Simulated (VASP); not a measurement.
# Cu3O2 (I4/mmm) in VASP: further runs

Cu3O2 is run at these levels: LDA; tasks: single point.

All numbers are computed with VASP 6.6.1; they aren't measurements. Logs are shortened: lines on timing, memory, paths and dates and some standing lists are left out, and cuts for length are marked.

### Step 1. The cell of the first run

It takes space group I4/mmm (No. 139, tetragonal). The conventional cell has a = 3.871 Å, b = 3.871 Å, c = 7.560 Å, α = 90.00°, β = 90.00°, γ = 90.00°. Cu (site symmetry -4m2) has 2 O at 1.89 Å within 2.5 Å. Cu (site symmetry 4/mmm) has 4 O at 1.94 Å within 2.6 Å. Within 2.5 Å of O (site symmetry mmm) lie 4 Cu at 1.89 to 1.94 Å.

### Step 2. Single point, LDA

INCAR reads:

```
SYSTEM = Cu3O2
ALGO = Normal ; EDIFF = 1E-7
ENCUT = 520 ; GGA = CA
ISIF = 2 ; ISMEAR = 0
LASPH = .True. ; LCHARG = .False.
LREAL = .False. ; LWAVE = .False.
NBANDS = 30 ; NELM = 100
PREC = Accurate ; SIGMA = 0.15
```

KPOINTS reads:

```
k-points
0
Gamma
  14 14 14
  0 0 0
```

POSCAR reads:

```
Cu3O2
1.0
   -1.9354500000      1.9354500000      3.7799000000
    1.9354500000     -1.9354500000      3.7799000000
    1.9354500000      1.9354500000     -3.7799000000
Cu O
3 2
Direct
    0.2500000000      0.7500000000      0.5000000000
    0.7500000000      0.2500000000      0.5000000000
    0.0000000000      0.0000000000      0.0000000000
    0.0000000000      0.5000000000      0.5000000000
    0.5000000000      0.0000000000      0.5000000000
```

Potentials or basis: VASP PAW LDA potentials, release 64 (Cu, O).

Run with:

```bash
$ cat potpaw_LDA.64/Cu/POTCAR potpaw_LDA.64/O/POTCAR > POTCAR
$ mpirun -np 1 vasp_std > vasp.out
```

OUTCAR:

```text
SYSTEM = Cu3O2
   EDIFF = 1E-7
   ENCUT = 520
   GGA = CA
   ISIF = 2
   ISMEAR = 0
   LASPH = .True.
   LREAL = .False.
   NELM = 100
   PREC = Accurate

 ion  position               nearest neighbor table
   1  0.250  0.750  0.500-   4 1.89   5 1.89   3 2.71   3 2.71   3 2.71   3 2.71   2 2.74   2 2.74
                             2 2.74   2 2.74
   2  0.750  0.250  0.500-   4 1.89   5 1.89   3 2.71   3 2.71   3 2.71   3 2.71   1 2.74   1 2.74
                             1 2.74   1 2.74
   3  0.000  0.000  0.000-   4 1.94   5 1.94   4 1.94   5 1.94   2 2.71   1 2.71   1 2.71   2 2.71
                             2 2.71   1 2.71   1 2.71   2 2.71
   4  0.000  0.500  0.500-   1 1.89   2 1.89   3 1.94   3 1.94
   5  0.500  0.000  0.500-   1 1.89   2 1.89   3 1.94   3 1.94

  LATTYP: Found a body centered tetragonal cell.
 ALAT       =     3.8709000000
 C/A-ratio  =     1.9529825105

  Lattice vectors:

 A1 = (  -1.9354500000,   1.9354500000,   3.7799000000)
 A2 = (   1.9354500000,  -1.9354500000,   3.7799000000)
 A3 = (   1.9354500000,   1.9354500000,  -3.7799000000)

Analysis of symmetry for initial positions (statically):
=====================================================================
 Subroutine PRICEL returns:
 Original cell was already a primitive cell.

 Routine SETGRP: Setting up the symmetry group for a
 body centered tetragonal supercell.

 Subroutine GETGRP returns: Found 16 space group operations
 (whereof 16 operations were pure point group operations)
 out of a pool of 16 trial point group operations.

The static configuration has the point symmetry D_4h.

Analysis of symmetry for dynamics (positions and initial velocities):
=====================================================================
 Subroutine PRICEL returns:
 Original cell was already a primitive cell.

 Routine SETGRP: Setting up the symmetry group for a
 body centered tetragonal supercell.

 Subroutine GETGRP returns: Found 16 space group operations
 (whereof 16 operations were pure point group operations)
 out of a pool of 16 trial point group operations.

The dynamic configuration has the point symmetry D_4h.

 Subroutine INISYM returns: Found 16 space group operations
 (whereof 16 operations are pure point group operations),
 and found     1 'primitive' translations

[... 94 lines left out ...]
   ISPIN  =      1    spin polarized calculation?
   LNONCOLLINEAR =      F non collinear calculations
   LSORBIT =      F    spin-orbit coupling
   LASPH  =      T    aspherical Exc in radial PAW
   ENCUT  =  520.0 eV  38.22 Ry    6.18 a.u.   8.68  8.68  8.68*2*pi/ulx,y,z
   NELM   =    100;   NELMIN=  2; NELMDL= -5     # of ELM steps
   EDIFF  = 0.1E-06   stopping-criterion for ELM
   LREAL  =      F    real-space projection
   EDIFFG = 0.1E-05   stopping-criterion for IOM
   NSW    =      0    number of steps for IOM
   IBRION =     -1    ionic relax: 0-MD 1-quasi-New 2-CG
   NFREE  =      0    steps in history (QN), initial steepest desc. (CG)
   ISIF   =      2    stress and relaxation
   ISYM   =      2    0-nonsym 1-usesym 2-fastsym
   POTIM  = 0.5000    time-step for ionic-motion
   TEBEG  =    0.0;   TEEND  =   0.0 temperature during run
   PSTRESS=    0.0 pullay stress
   NELECT =      45.0000    total number of electrons
   NUPDOWN=      -1.0000    fix difference up-down
   EMIN   =  10.00;   EMAX   =-10.00  energy-range for DOS
   EFERMI =   0.00;   METHOD = LEGACY
   ISMEAR =     0;   SIGMA  =   0.15  broadening in eV -4-tet -1-fermi 0-gaus
   EFERMI_NEDOS =   21; number of points for ismear=-14 and -15
   IALGO  =     38    algorithm
   IMIX   =      4    mixing-type and parameters
     AMIX     =   0.40;   BMIX     =  1.00
     AMIX_MAG =   1.60;   BMIX_MAG =  1.00
  volume/ion in A,a.u.               =      11.33        76.44
  Fermi-wavevector in a.u.,A,eV,Ry     =   1.516274  2.865342 31.280962  2.299086
  Thomas-Fermi vector in A             =   2.625685
   LORBIT       =      0    0 simple, 1 ext, 2 COOP (PROOUT), +10 PAW based schemes
   GGA     = CA    functional components
   LHFCALC =     F    Hartree Fock is set to
   AEXX    =    0.0000 exact exchange contribution
   IVDW    =     0    specifies the selected vdW correction
   LEPSILON=     F    determine dielectric tensor
   LRPA    =     F    only Hartree local field effects (RPA)
 non-spin polarized calculation
 Gauss-broadening in eV      SIGMA  =   0.15
  energy-cutoff  :      520.00
  volume of cell :       56.64
 maximum number of plane-waves:      1543
   NGX = 17   NGY = 17   NGZ = 17

 number of electron      44.9999976 magnetization

 Free energy of the ion-electron system (eV)
  ---------------------------------------------------
  ext. energy  EPLUGINS =         0.00000000
  ---------------------------------------------------
  free energy    TOTEN  =       -27.05406975 eV

  energy without entropy =      -27.03626265  energy(sigma->0) =      -27.04516620

 E-fermi :   4.7460     XC(G=0): -12.0246

 val. band max:        4.7380354314   @ k =  -0.0714  -0.2143   0.0714
 cond. band min:       4.7532281841   @ k =  -0.2143  -0.4286   0.0714
 fundamental gap:      0.0151927526
 Fermi energy:         4.7459820960

 k-point     1 :       0.0000    0.0000    0.0000
  band No.  band energies     occupation
      1     -14.3405      2.00000
      2     -12.8582      2.00000
      3      -1.5587      2.00000
      4      -0.9849      2.00000
      5      -0.9849      2.00000
      6      -0.5840      2.00000
[... 781 lines left out ...]
     29      15.0398      0.00000
     30      16.3683      0.00000

 [... further k-points ...]
[... 5 lines left out ...]
  --------------------------------------------------------------------------------------
  -------------------------------------------------------------------------------------
  Total       -0.4917391     -0.4917391     -7.7444583      0.0000000      0.0000000      0.0000000
  in kB      -13.9104467    -13.9104467   -219.0773183      0.0000000      0.0000000      0.0000000
  external PRESSURE =     -82.2994039 kB  Pullay stress =       0.0000000 kB

 VOLUME and BASIS-vectors are now :
 -----------------------------------------------------------------------------
  energy-cutoff  :      520.00
  volume of cell :       56.64
      direct lattice vectors                 reciprocal lattice vectors
    -1.935450000  1.935450000  3.779900000     0.000000000  0.258337854  0.132278632
     1.935450000 -1.935450000  3.779900000     0.258337854  0.000000000  0.132278632
     1.935450000  1.935450000 -3.779900000     0.258337854  0.258337854  0.000000000

 POSITION                                       TOTAL-FORCE (eV/Angst)
 -----------------------------------------------------------------------------------
      1.93545     -0.00000      1.88995         0.000000      0.000000      0.000000
     -0.00000      1.93545      1.88995        -0.000000     -0.000000      0.000000
      0.00000      0.00000      0.00000        -0.000000      0.000000     -0.000000
      1.93545      0.00000      0.00000        -0.000000      0.000000     -0.000000
      0.00000      1.93545      0.00000        -0.000000      0.000000     -0.000000
 -----------------------------------------------------------------------------------
    total drift:                               -0.000000      0.000000      0.000000

  FREE ENERGIE OF THE ION-ELECTRON SYSTEM (eV)
  ---------------------------------------------------
  free  energy   TOTEN  =       -27.0540697468 eV

  energy  without entropy=      -27.0362626469  energy(sigma->0) =      -27.04516620
```

OSZICAR:

```text
N       E                     dE             d eps       ncg     rms          rms(c)
DAV:   1     0.428041049290E+03    0.42804E+03   -0.20884E+04 15360   0.241E+03
DAV:   2     0.336888087387E+02   -0.39435E+03   -0.37124E+03 14724   0.445E+02
DAV:   3    -0.310946279952E+02   -0.64783E+02   -0.61034E+02 19652   0.205E+02
DAV:   4    -0.343756449842E+02   -0.32810E+01   -0.32534E+01 21066   0.511E+01
DAV:   5    -0.344078127857E+02   -0.32168E-01   -0.32152E-01 20286   0.554E+00    0.194E+01
DAV:   6    -0.313694209659E+02    0.30384E+01   -0.57838E+01 20814   0.176E+02    0.148E+01
DAV:   7    -0.270336748739E+02    0.43357E+01   -0.17653E+01 18810   0.128E+02    0.363E+00
DAV:   8    -0.271841214150E+02   -0.15045E+00   -0.28370E+00 22452   0.228E+01    0.218E+00
DAV:   9    -0.270885512530E+02    0.95570E-01   -0.14097E-01 24556   0.113E+01    0.148E+00
DAV:  10    -0.270615280882E+02    0.27023E-01   -0.65540E-02 24414   0.815E+00    0.687E-01
DAV:  11    -0.270556952189E+02    0.58329E-02   -0.19341E-02 23776   0.215E+00    0.238E-01
DAV:  12    -0.270542825231E+02    0.14127E-02   -0.46666E-03 22786   0.131E+00    0.127E-01
DAV:  13    -0.270541121676E+02    0.17036E-03   -0.10579E-03 21110   0.576E-01    0.580E-02
DAV:  14    -0.270540835961E+02    0.28572E-04   -0.64575E-04 20280   0.246E-01    0.283E-02
DAV:  15    -0.270540756467E+02    0.79494E-05   -0.29630E-05 22520   0.899E-02    0.191E-02
DAV:  16    -0.270540704627E+02    0.51840E-05   -0.90925E-06 23004   0.419E-02    0.744E-03
DAV:  17    -0.270540697461E+02    0.71660E-06   -0.63143E-06 21590   0.252E-02    0.168E-03
DAV:  18    -0.270540697468E+02   -0.66575E-09   -0.31494E-07 12474   0.798E-03
   1 F= -.27054070E+02 E0= -.27045166E+02  d E =-.178071E-01
```

Wall time 5.4 min (1 thread of Intel Xeon 6975P-C (Granite Rapids), shared host); peak memory 0.42 GiB.

What came out:

| Item | Value |
| --- | --- |
| Free energy | -27.0541 eV |
| Pressure | -8.2 GPa |
| Band gap on the k mesh | zero (an odd number of electrons rules out a gap without spin polarisation) |

Stress tensor (GPa, compression positive):
```
 -1.39   0.00   0.00
  0.00  -1.39   0.00
  0.00   0.00 -21.91
```

Caveat: the stress differs along the axes, from -22 to -1 GPa; an odd number of electrons without spin polarisation forces a metal; a magnetic or distorted state may lie lower.

### Step 3. Single point, LDA

This run uses another cell than the first one, of 10.97 Å³/atom.

INCAR reads:

```
SYSTEM = Cu3O2
ALGO = Normal ; EDIFF = 1E-6
ENCUT = 520 ; GGA = CA
ISIF = 2 ; ISMEAR = 0
LASPH = .True. ; LCHARG = .True.
LELF = .True. ; LREAL = .False.
LVHAR = .True. ; LWAVE = .False.
NBANDS = 30 ; NELM = 100
PREC = Accurate ; SIGMA = 0.15
```

KPOINTS is that of step 2.

Edit POSCAR of step 2 so:

```diff
@@ -2,5 +2,5 @@
 1.0
-   -1.9354500000      1.9354500000      3.7799000000
-    1.9354500000     -1.9354500000      3.7799000000
-    1.9354500000      1.9354500000     -3.7799000000
+   -1.9550019901      1.9550019901      3.5884925292
+    1.9550019901     -1.9550019901      3.5884925292
+    1.9550019901      1.9550019901     -3.5884925292
 Cu O
```

Potentials or basis: VASP PAW LDA potentials, release 64 (Cu, O).

Run with:

```bash
$ cat potpaw_LDA.64/Cu/POTCAR potpaw_LDA.64/O/POTCAR > POTCAR
$ mpirun -np 1 vasp_std > vasp.out
```

OUTCAR:

```text
SYSTEM = Cu3O2
   EDIFF = 1E-6
   ENCUT = 520
   GGA = CA
   ISIF = 2
   ISMEAR = 0
   LASPH = .True.
   LREAL = .False.
   NELM = 100
   PREC = Accurate

 ion  position               nearest neighbor table
   1  0.250  0.750  0.500-   4 1.79   5 1.79   3 2.65   3 2.65   3 2.65   3 2.65   2 2.76   2 2.76
                             2 2.76   2 2.76
   2  0.750  0.250  0.500-   4 1.79   5 1.79   3 2.65   3 2.65   3 2.65   3 2.65   1 2.76   1 2.76
                             1 2.76   1 2.76
[... 994 lines left out ...]

 [... further k-points ...]
[... 5 lines left out ...]
  --------------------------------------------------------------------------------------
  -------------------------------------------------------------------------------------
  Total        0.2469015      0.2469015      0.9369035      0.0000000      0.0000000      0.0000000
  in kB        7.2105405      7.2105405     27.3614441      0.0000000      0.0000000      0.0000000
  external PRESSURE =      13.9275084 kB  Pullay stress =       0.0000000 kB

 VOLUME and BASIS-vectors are now :
 -----------------------------------------------------------------------------
  energy-cutoff  :      520.00
  volume of cell :       54.86
      direct lattice vectors                 reciprocal lattice vectors
    -1.955001990  1.955001990  3.588492529     0.000000000  0.255754215  0.139334274
     1.955001990 -1.955001990  3.588492529     0.255754215  0.000000000  0.139334274
     1.955001990  1.955001990 -3.588492529     0.255754215  0.255754215  0.000000000

 POSITION                                       TOTAL-FORCE (eV/Angst)
 -----------------------------------------------------------------------------------
      1.95500     -0.00000      1.79425         0.000000      0.000000     -0.000000
     -0.00000      1.95500      1.79425        -0.000000      0.000000     -0.000000
      0.00000      0.00000      0.00000        -0.000000     -0.000000      0.000000
      1.95500      0.00000      0.00000        -0.000000     -0.000000      0.000000
      0.00000      1.95500      0.00000        -0.000000     -0.000000      0.000000
 -----------------------------------------------------------------------------------
    total drift:                                0.000000      0.000000      0.000000

  FREE ENERGIE OF THE ION-ELECTRON SYSTEM (eV)
  ---------------------------------------------------
  free  energy   TOTEN  =       -27.2434399874 eV

  energy  without entropy=      -27.2231256638  energy(sigma->0) =      -27.23328283
```

It took 13 min on 1 thread of Intel Xeon 8259CL, shared host; peak memory 0.41 GiB.

Results:

| Property | Result |
| --- | --- |
| Free energy | -27.2434 eV |
| Pressure | 1.4 GPa |
| Band gap on the k mesh | zero (an odd number of electrons rules out a gap without spin polarisation) |

Caveat: an odd number of electrons without spin polarisation forces a metal; a magnetic or distorted state may lie lower. With open d or f shells a metallic result of LDA can be an artefact of self-interaction; +U or a hybrid may open a gap.

### Step 4. Single point, LDA

This run uses another cell than the first one, of 12.26 Å³/atom.

INCAR reads:

```
ALGO = Normal
EDIFF = 1E-7
ENCUT = 520
GGA = CA
ISIF = 2
ISMEAR = 0
LASPH = True
LCHARG = False
LREAL = False
LWAVE = False
NBANDS = 30
NELM = 80
PREC = Accurate
SIGMA = 0.15
```

KPOINTS reads:

```
k-points
0
Gamma
  14 14 14
```

Edit POSCAR of step 3 so:

```diff
@@ -2,5 +2,5 @@
 1.0
-   -1.9550019901      1.9550019901      3.5884925292
-    1.9550019901     -1.9550019901      3.5884925292
-    1.9550019901      1.9550019901     -3.5884925292
+   -2.0136500000      2.0136500000      3.7799000000
+    2.0136500000     -2.0136500000      3.7799000000
+    2.0136500000      2.0136500000     -3.7799000000
 Cu O
```

Run with:

```bash
$ cat potpaw_LDA.64/Cu/POTCAR potpaw_LDA.64/O/POTCAR > POTCAR
$ mpirun -np 1 vasp_std > vasp.out
```

Wall time 17 min (1 thread of Intel Xeon 8259CL, shared host); peak memory 0.44 GiB.

The run converged. Its results:

- Free energy: -26.8860 eV
- Pressure: -15.2 GPa
- Band gap on the k mesh: zero (an odd number of electrons rules out a gap without spin polarisation)

Stress tensor (GPa, compression positive):
```
 -9.72   0.00   0.00
  0.00  -9.72   0.00
  0.00   0.00 -26.29
```

Levels at points of the mesh, in eV from the Fermi level:
| k point | band 20 | band 21 | band 22 | band 23 | band 24 | band 25 | band 26 | band 27 |
| --- | --- | --- | --- | --- | --- | --- | --- | --- |
| (0.00, 0.00, 0.00) | -1.37 | -0.80 | -0.80 | 0.25 | 0.34 | 5.15 | 5.15 | 6.72 |
| (0.50, 0.00, 0.00) | -1.28 | -0.87 | -0.48 | -0.25 | 2.62 | 3.01 | 8.04 | 8.05 |
| (0.50, 0.50, 0.00) | -0.48 | -0.31 | -0.23 | 0.57 | 1.35 | 3.39 | 3.57 | 7.12 |
| (0.50, 0.50, 0.50) | -1.38 | -1.30 | -0.31 | -0.31 | 3.31 | 4.27 | 6.21 | 6.21 |

Caveat: the stress differs along the axes, from -26 to -10 GPa; an odd number of electrons without spin polarisation forces a metal; a magnetic or distorted state may lie lower. With open d or f shells a metallic result of LDA can be an artefact of self-interaction; +U or a hybrid may open a gap.

### Step 5. Single point, LDA

This run uses another cell than the first one, of 12.33 Å³/atom.

INCAR reads:

```
SYSTEM = Cu3O2
  PREC = Accurate
  ENCUT = 520
  EDIFF = 1E-6
  ISMEAR = 0
  SIGMA = 0.15
  LREAL = .FALSE.
  LASPH = .TRUE.
  NELM = 60
  ALGO = Normal
  ISIF = 2
  LWAVE = .FALSE.
  LCHARG = .FALSE.
  NBANDS = 30
```

KPOINTS reads:

```
regular mesh
0
G
  14 14 14
  0 0 0
```

Edit POSCAR of step 4 so:

```diff
@@ -2,5 +2,5 @@
 1.0
-   -2.0136500000      2.0136500000      3.7799000000
-    2.0136500000     -2.0136500000      3.7799000000
-    2.0136500000      2.0136500000     -3.7799000000
+   -1.9941000000      1.9941000000      3.8755500000
+    1.9941000000     -1.9941000000      3.8755500000
+    1.9941000000      1.9941000000     -3.8755500000
 Cu O
```

Run with:

```bash
$ cat potpaw_LDA.64/Cu/POTCAR potpaw_LDA.64/O/POTCAR > POTCAR
$ mpirun -np 1 vasp_std > vasp.out
```

It took 17 min on 1 thread of Intel Xeon 8259CL, shared host; peak memory 0.45 GiB.

The run converged. Its results:

* Free energy: -26.6752 eV
* Pressure: -17.3 GPa
* Band gap on the k mesh: zero (an odd number of electrons rules out a gap without spin polarisation)

Stress tensor (GPa, compression positive):
```
 -9.68   0.00   0.00
  0.00  -9.68   0.00
  0.00   0.00 -32.59
```

Levels at points of the mesh, in eV from the Fermi level:
| k point | band 19 | band 20 | band 21 | band 22 | band 23 | band 24 | band 25 | band 26 | band 27 | band 28 |
| --- | --- | --- | --- | --- | --- | --- | --- | --- | --- | --- |
| (0.00, 0.00, 0.00) | -1.54 | -1.30 | -0.86 | -0.86 | 0.05 | 0.32 | 5.16 | 5.16 | 6.72 | 7.22 |
| (0.50, 0.00, 0.00) | -1.50 | -1.28 | -0.90 | -0.45 | -0.27 | 2.39 | 2.81 | 7.92 | 8.07 | 8.23 |
| (0.50, 0.50, 0.00) | -1.43 | -0.52 | -0.24 | -0.22 | 0.54 | 1.48 | 3.24 | 3.44 | 6.75 | 9.23 |
| (0.50, 0.50, 0.50) | -1.58 | -1.31 | -1.30 | -0.37 | -0.37 | 3.39 | 3.93 | 6.15 | 6.15 | 7.45 |

Caveat: the stress differs along the axes, from -33 to -10 GPa; an odd number of electrons without spin polarisation forces a metal; a magnetic or distorted state may lie lower.

(Continued in part 2 of 2.)
